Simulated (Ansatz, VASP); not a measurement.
**One calculation of ZnS, two programs**

File INCAR:

```
SYSTEM = ZnS
PREC = Accurate ; ENCUT = 500
EDIFF = 1E-6 ; ISMEAR = -4
SIGMA = 0.1 ; LREAL = .False.
LASPH = .True. ; NELM = 120
ALGO = Normal ; ISIF = 2
LWAVE = .False. ; LCHARG = .False.
GGA = PE ; NBANDS = 16
GGA_COMPAT = .False.
```

File KPOINTS:

```
regular mesh
0
Gamma
  18 18 18
  0 0 0
```

POSCAR

```
ZnS
1.0
    3.5498483067      0.0000000000      0.0000000000
   -1.7749241534      3.0742588132      0.0000000000
    0.0000000000      0.0000000000      3.1819482873
Zn S
1 1
Direct
    0.6666666667      0.3333333333      0.0000000000
    0.0000000000      0.0000000000      0.5000000000
```

Input for Ansatz:

```yaml
crystal:
  lattice:
    - [3.5498483067, 0.0, 0.0]
    - [-1.7749241534, 3.0742588132, 0.0]
    - [0.0, 0.0, 3.1819482873]
  atoms:
    - { symbol: Zn, position: [0.6666666667, 0.3333333333, 0.0] }
    - { symbol: S, position: [0.0, 0.0, 0.5] }
basis:
  ecutwfc: 420
kpoints:
  mp_grid: { grid: [18, 18, 18] }
hamiltonian:
  xc: pbe
scf:
  occupations: { method: tetrahedron_uncorrected }
output:
  forces: true
  eigenvalues: true
  stress: true
```

Alike in both runs: task single point; functional PBE; k mesh 18 × 18 × 18; no spin polarisation.

|  | VASP | Ansatz |
| --- | --- | --- |
| version | VASP 6.6.1 | Ansatz 0.2.0 |
| potentials or method | VASP PAW PBE potentials, release 64 (Zn, S), cutoff 500 eV | scalar-relativistic, plane waves, PAW |
| occupations | tetrahedron | tetrahedron-uncorrected |
| valence electrons in the cell | 18 | 18 |

|  | VASP | Ansatz | Ansatz less VASP |
| --- | --- | --- | --- |
| gap on the k mesh at the Fermi level (eV) | none | none | - |
| pressure (GPa) | 0.2 | 0.1 | -0.08 |
| traceless stress, the component that is largest in VASP (GPa) | 0.21 | 0.19 | -0.021 |

A gap of «none» marks a metal or a gap that the smearing closes. Ansatz's warnings: band table not solved further.
